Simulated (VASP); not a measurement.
# Rh (P6_3/mmc) in VASP: a series of runs

The runs below take Rh through single point, with r2SCAN.

Everything below comes from runs of VASP 6.6.1. Logs are shortened: lines on timing, memory, paths and dates and some standing lists are left out, and cuts for length are marked.

## Step 1: The cell of the first run

The structure is hexagonal, space group P6_3/mmc (No. 194). Conventional cell: a = 2.588 Å, b = 2.588 Å, c = 4.176 Å, α = 90.00°, β = 90.00°, γ = 120.00°. Within 3.4 Å of Rh (site symmetry -6m2) lie 12 Rh at 2.57 to 2.59 Å.

This isn't the form of Rh at room conditions, which is fcc.

## Step 2: Single point, r2SCAN (12.11 Å³/atom)

POSCAR

```
Rh
1.0
    2.5880029745      0.0000000000      0.0000000000
   -1.2940014873      2.2412763210      0.0000000000
    0.0000000000      0.0000000000      4.1764093596
Rh
2
Direct
    0.6666666667      0.3333333333      0.7500000000
    0.3333333333      0.6666666667      0.2500000000
```

INCAR.step1

```
SYSTEM = Rh
PREC = Accurate
ENCUT = 520
ISMEAR = 0
SIGMA = 0.1
LREAL = .FALSE.
LASPH = .TRUE.
NELM = 100
NBANDS = 22
GGA = PE
ALGO = Normal
EDIFF = 1E-4
LWAVE = .TRUE.
LCHARG = .FALSE.
```

INCAR.step2

```
SYSTEM = Rh
PREC = Accurate
ENCUT = 520
EDIFF = 1E-7
ISMEAR = 0
SIGMA = 0.1
LREAL = .FALSE.
LASPH = .TRUE.
NELM = 100
ALGO = Normal
ISIF = 2
LWAVE = .FALSE.
LCHARG = .FALSE.
METAGGA = R2SCAN
LMIXTAU = .TRUE.
NBANDS = 22
ISTART = 1
```

KPOINTS

```
regular mesh
0
G
  18 18 10
  0 0 0
```

Potentials or basis: VASP PAW PBE potentials, release 64 (Rh_pv).

Launch:

```bash
$ cat potpaw_PBE.64/Rh_pv/POTCAR > POTCAR
$ cp INCAR.step1 INCAR
$ mpirun -np 1 vasp_std > vasp.out
$ cp INCAR.step2 INCAR
$ mpirun -np 1 vasp_std > vasp.out
```

OUTCAR:

```text
SYSTEM = Rh
   PREC = Accurate
   ENCUT = 520
   EDIFF = 1E-7
   ISMEAR = 0
   LREAL = .FALSE.
   LASPH = .TRUE.
   NELM = 100
   ISIF = 2
   METAGGA = R2SCAN
   ISTART = 1

 ion  position               nearest neighbor table
   1  0.667  0.333  0.750-   2 2.57   2 2.57   2 2.57   2 2.57   2 2.57   2 2.57
   2  0.333  0.667  0.250-   1 2.57   1 2.57   1 2.57   1 2.57   1 2.57   1 2.57

  LATTYP: Found a hexagonal cell.
 ALAT       =     2.5880029745
 C/A-ratio  =     1.6137575578

  Lattice vectors:

 A1 = (   2.5880029745,   0.0000000000,   0.0000000000)
 A2 = (  -1.2940014873,   2.2412763210,   0.0000000000)
 A3 = (   0.0000000000,   0.0000000000,   4.1764093596)

Analysis of symmetry for initial positions (statically):
=====================================================================
 Subroutine PRICEL returns:
 Original cell was already a primitive cell.

 Routine SETGRP: Setting up the symmetry group for a
 hexagonal supercell.

 Subroutine GETGRP returns: Found 24 space group operations
 (whereof 12 operations were pure point group operations)
 out of a pool of 24 trial point group operations.

The static configuration has the point symmetry D_3d.
 The point group associated with its full space group is D_6h.

Analysis of symmetry for dynamics (positions and initial velocities):
=====================================================================
 Subroutine PRICEL returns:
 Original cell was already a primitive cell.

 Routine SETGRP: Setting up the symmetry group for a
 hexagonal supercell.

 Subroutine GETGRP returns: Found 24 space group operations
 (whereof 12 operations were pure point group operations)
 out of a pool of 24 trial point group operations.

The dynamic configuration has the point symmetry D_3d.
 The point group associated with its full space group is D_6h.

 Subroutine INISYM returns: Found 24 space group operations
 (whereof 12 operations are pure point group operations),
 and found     1 'primitive' translations

----------------------------------------------------------------------------------------

                                     Primitive cell

  volume of cell :      24.2250

  direct lattice vectors                    reciprocal lattice vectors
     2.588002975  0.000000000  0.000000000     0.386398319  0.223087174  0.000000000
    -1.294001487  2.241276321  0.000000000     0.000000000  0.446174347  0.000000000
     0.000000000  0.000000000  4.176409360     0.000000000  0.000000000  0.239440130

  length of vectors
     2.588002975  2.588002975  4.176409360     0.446174347  0.446174347  0.239440130

  position of ions in fractional coordinates (direct lattice)
     0.666666667  0.333333333  0.750000000
     0.333333333  0.666666667  0.250000000

  ion indices of the primitive-cell ions
   primitive index   ion index
                 1           1
                 2           2

----------------------------------------------------------------------------------------

 KPOINTS: regular mesh

Automatic generation of k-mesh.
 Grid dimensions read from file:
 generate k-points for:   18   18   10

 Generating k-lattice:

  Cartesian coordinates                     Fractional coordinates (reciprocal lattice)
     0.021466573  0.012393732  0.000000000     0.055555556 -0.000000000  0.000000000
     0.000000000  0.024787464  0.000000000     0.000000000  0.055555556  0.000000000
     0.000000000  0.000000000  0.023944013     0.000000000  0.000000000  0.100000000

  Length of vectors
     0.024787464  0.024787464  0.023944013

  Shift w.r.t. Gamma in fractional coordinates (k-lattice)
     0.000000000  0.000000000  0.000000000

 Subroutine IBZKPT returns following result:
 ===========================================

 Found    222 irreducible k-points:

 Following reciprocal coordinates:
            Coordinates               Weight
  0.000000  0.000000  0.000000      1.000000
  0.055556 -0.000000  0.000000      6.000000
  0.111111 -0.000000  0.000000      6.000000
  0.166667  0.000000  0.000000      6.000000
  0.222222  0.000000  0.000000      6.000000
  0.277778  0.000000  0.000000      6.000000
[... 16 lines left out ...]
  0.333333  0.111111  0.000000     12.000000
  0.388889  0.111111  0.000000     12.000000
 [... further k-points ...]
   k-points           NKPTS =    222   k-points in BZ     NKDIM =    222   number of bands    NBANDS=     22
   number of dos      NEDOS =    301   number of ions     NIONS =      2
   total plane-waves  NPLWV =  12800
   dimension x,y,z NGX =    20 NGY =   20 NGZ =   32
   dimension x,y,z NGXF=    40 NGYF=   40 NGZF=   64
   ions per type =               2
   NGX,Y,Z   is equivalent  to a cutoff of  12.85, 12.85, 12.74 a.u.
   NGXF,Y,Z  is equivalent  to a cutoff of  25.69, 25.69, 25.48 a.u.
 SYSTEM =  Rh
   PREC   = accura    normal or accurate (medium, high low for compatibility)
   ISTART =      1    job   : 0-new  1-cont  2-samecut
   ICHARG =      0    charge: 1-file 2-atom 10-const
   ISPIN  =      1    spin polarized calculation?
   LNONCOLLINEAR =      F non collinear calculations
   LSORBIT =      F    spin-orbit coupling
   LASPH  =      T    aspherical Exc in radial PAW
   ENCUT  =  520.0 eV  38.22 Ry    6.18 a.u.   4.81  4.81  7.77*2*pi/ulx,y,z
   NELM   =    100;   NELMIN=  2; NELMDL=  0     # of ELM steps
   EDIFF  = 0.1E-06   stopping-criterion for ELM
   LREAL  =      F    real-space projection
   EDIFFG = 0.1E-05   stopping-criterion for IOM
   NSW    =      0    number of steps for IOM
   IBRION =     -1    ionic relax: 0-MD 1-quasi-New 2-CG
   NFREE  =      0    steps in history (QN), initial steepest desc. (CG)
   ISIF   =      2    stress and relaxation
   ISYM   =      2    0-nonsym 1-usesym 2-fastsym
   POTIM  = 0.5000    time-step for ionic-motion
   TEBEG  =    0.0;   TEEND  =   0.0 temperature during run
   PSTRESS=    0.0 pullay stress
   NELECT =      30.0000    total number of electrons
   NUPDOWN=      -1.0000    fix difference up-down
   EMIN   =  10.00;   EMAX   =-10.00  energy-range for DOS
   EFERMI =   0.00;   METHOD = LEGACY
   ISMEAR =     0;   SIGMA  =   0.10  broadening in eV -4-tet -1-fermi 0-gaus
   EFERMI_NEDOS =   21; number of points for ismear=-14 and -15
   IALGO  =     38    algorithm
   IMIX   =      4    mixing-type and parameters
     AMIX     =   0.40;   BMIX     =  1.00
     AMIX_MAG =   1.60;   BMIX_MAG =  1.00
  volume/ion in A,a.u.               =      12.11        81.74
  Fermi-wavevector in a.u.,A,eV,Ry     =   1.758035  3.322204 42.051348  3.090687
  Thomas-Fermi vector in A             =   2.827272
   LORBIT       =      0    0 simple, 1 ext, 2 COOP (PROOUT), +10 PAW based schemes
   METAGGA = R2SCAN    functional components
   LHFCALC =     F    Hartree Fock is set to
   AEXX    =    0.0000 exact exchange contribution
   IVDW    =     0    specifies the selected vdW correction
   LEPSILON=     F    determine dielectric tensor
   LRPA    =     F    only Hartree local field effects (RPA)
 non-spin polarized calculation
 Gauss-broadening in eV      SIGMA  =   0.10
  energy-cutoff  :      520.00
  volume of cell :       24.22
 maximum number of plane-waves:       670
 NGX is ok and might be reduce to    20
   NGX =  9   NGY =  9   NGZ = 15

 number of electron      30.0000005 magnetization

 Free energy of the ion-electron system (eV)
  ---------------------------------------------------
  ext. energy  EPLUGINS =         0.00000000
  ---------------------------------------------------
  free energy    TOTEN  =       -47.70644341 eV

  energy without entropy =      -47.69346362  energy(sigma->0) =      -47.69995351

 E-fermi :  14.3613     XC(G=0): -16.1733

 val. band max:       14.3528679588   @ k =   0.2222   0.1667   0.2000
 cond. band min:      14.3623447686   @ k =   0.0000   0.0000   0.3000
 fundamental gap:      0.0094768097
 Fermi energy:        14.3612748114

 k-point     1 :       0.0000    0.0000    0.0000
  band No.  band energies     occupation
      1     -35.0244      2.00000
      2     -33.9442      2.00000
      3     -33.9442      2.00000
      4     -33.7833      2.00000
      5     -33.7703      2.00000
      6     -33.7703      2.00000
[... 14 lines left out ...]
     21      31.5156      0.00000
     22      31.5174      0.00000

 k-point     2 :       0.0556   -0.0000    0.0000
  band No.  band energies     occupation
      1     -35.0125      2.00000
      2     -33.9715      2.00000
      3     -33.9531      2.00000
      4     -33.7987      2.00000
      5     -33.7881      2.00000
      6     -33.7744      2.00000
[... 14 lines left out ...]
     21      31.5156      0.00000
     22      31.5169      0.00000

 k-point     3 :       0.1111   -0.0000    0.0000
  band No.  band energies     occupation
      1     -34.9775      2.00000
      2     -34.0501      2.00000
      3     -33.9782      2.00000
      4     -33.8796      2.00000
      5     -33.8028      2.00000
      6     -33.7863      2.00000
[... 14 lines left out ...]
     21      31.5168      0.00000
     22      31.6112      0.00000

 k-point     4 :       0.1667    0.0000    0.0000
  band No.  band energies     occupation
      1     -34.9217      2.00000
      2     -34.1704      2.00000
      3     -34.0157      2.00000
      4     -34.0014      2.00000
      5     -33.8275      2.00000
      6     -33.8053      2.00000
[... 14 lines left out ...]
     21      31.5162      0.00000
     22      31.8516      0.00000

 k-point     5 :       0.2222    0.0000    0.0000
  band No.  band energies     occupation
      1     -34.8486      2.00000
      2     -34.3178      2.00000
      3     -34.1472      2.00000
      4     -34.0604      2.00000
      5     -33.8623      2.00000
      6     -33.8296      2.00000
[... 14 lines left out ...]
     21      31.5154      0.00000
     22      31.5180      0.00000

 k-point     6 :       0.2778    0.0000    0.0000
  band No.  band energies     occupation
      1     -34.7632      2.00000
      2     -34.4744      2.00000
      3     -34.2983      2.00000
      4     -34.1068      2.00000
      5     -33.9069      2.00000
      6     -33.8563      2.00000
[... 14 lines left out ...]
     21      31.5152      0.00000
     22      31.5171      0.00000

 k-point     7 :       0.3333    0.0000    0.0000
  band No.  band energies     occupation
      1     -34.6720      2.00000
      2     -34.6210      2.00000
      3     -34.4370      2.00000
      4     -34.1495      2.00000
      5     -33.9595      2.00000
      6     -33.8820      2.00000
[... 324 lines left out ...]
      6     -33.8734      2.00000
[... 14 lines left out ...]
     21      31.5142      0.00000
     22      31.5172      0.00000

 k-point    21 :       0.2222    0.1111    0.0000
  band No.  band energies     occupation
      1     -34.7352      2.00000
      2     -34.4699      2.00000
      3     -34.3642      2.00000
      4     -34.1106      2.00000
      5     -33.9223      2.00000
      6     -33.9099      2.00000
[... 14 lines left out ...]
     21      30.7935      0.00000
     22      31.5179      0.00000

 k-point    22 :       0.2778    0.1111    0.0000
  band No.  band energies     occupation
      1     -34.6458      2.00000
      2     -34.6056      2.00000
      3     -34.4639      2.00000
      4     -34.1752      2.00000
      5     -33.9754      2.00000
      6     -33.9429      2.00000
[... 14 lines left out ...]
     21      29.5793      0.00000
     22      31.5373      0.00000

 k-point    23 :       0.3333    0.1111    0.0000
  band No.  band energies     occupation
      1     -34.7162      2.00000
      2     -34.5589      2.00000
      3     -34.5439      2.00000
      4     -34.2273      2.00000
      5     -34.0327      2.00000
      6     -33.9695      2.00000
[... 14 lines left out ...]
     21      28.4942      0.00000
     22      30.8525      0.00000

 k-point    24 :       0.3889    0.1111    0.0000
  band No.  band energies     occupation
      1     -34.7880      2.00000
      2     -34.5960      2.00000
      3     -34.4887      2.00000
      4     -34.2608      2.00000
      5     -34.0835      2.00000
      6     -33.9867      2.00000
[... 14 lines left out ...]
     21      27.7258      0.00000
     22      30.3377      0.00000

 [... further k-points ...]

------------------------ aborting loop because EDIFF is reached ----------------------------------------

  FORCE on cell =-STRESS in cart. coord.  units (eV):
  Direction    XX          YY          ZZ          XY          YZ          ZX
  --------------------------------------------------------------------------------------
  -------------------------------------------------------------------------------------
  Total        7.8160217      7.8160217      7.8312808     -0.0000000      0.0000000      0.0000000
  in kB      516.9316274    516.9316274    517.9408270     -0.0000000      0.0000000      0.0000000
  external PRESSURE =     517.2680272 kB  Pullay stress =       0.0000000 kB

 VOLUME and BASIS-vectors are now :
 -----------------------------------------------------------------------------
  energy-cutoff  :      520.00
  volume of cell :       24.22
      direct lattice vectors                 reciprocal lattice vectors
     2.588002975  0.000000000  0.000000000     0.386398319  0.223087174  0.000000000
    -1.294001487  2.241276321  0.000000000     0.000000000  0.446174347  0.000000000
     0.000000000  0.000000000  4.176409360     0.000000000  0.000000000  0.239440130

 POSITION                                       TOTAL-FORCE (eV/Angst)
 -----------------------------------------------------------------------------------
      1.29400      0.74709      3.13231        -0.000000      0.000000      0.000000
     -0.00000      1.49418      1.04410         0.000000     -0.000000      0.000000
 -----------------------------------------------------------------------------------
    total drift:                                0.000000     -0.000000      0.000000

  FREE ENERGIE OF THE ION-ELECTRON SYSTEM (eV)
  ---------------------------------------------------
  free  energy   TOTEN  =       -47.7064434082 eV

  energy  without entropy=      -47.6934636151  energy(sigma->0) =      -47.69995351
```

Run time: 5.6 min. Hardware: 1 thread of Intel Xeon Platinum 8259CL at 2.50GHz (Skylake/Cascade Lake), shared host; peak memory 0.21 GiB.

Results:

```
Free energy            : -47.7064 eV
Pressure               : 51.7 GPa
Band gap on the k mesh : zero (bands 15 and 16 overlap by 3.05 eV)
```

Levels at points of the mesh, in eV from the Fermi level:
| k point | band 13 | band 14 | band 15 | band 16 | band 17 | band 18 |
| --- | --- | --- | --- | --- | --- | --- |
| (0.00, 0.00, 0.00) | -3.20 | -2.48 | -2.48 | 0.14 | 0.14 | 0.78 |
| (0.50, 0.00, 0.00) | -2.64 | 0.53 | 0.81 | 0.92 | 3.66 | 6.19 |
| (0.00, 0.00, 0.50) | -3.94 | -3.94 | -0.57 | -0.57 | -0.57 | -0.57 |
| (0.50, 0.00, 0.50) | -0.42 | -0.42 | 0.77 | 0.77 | 3.12 | 3.12 |

Caveat: the cell stands under pressure; the PAW data sets were made with another functional, which shifts forces and pressure a little.

(Continued in part 2 of 2.)
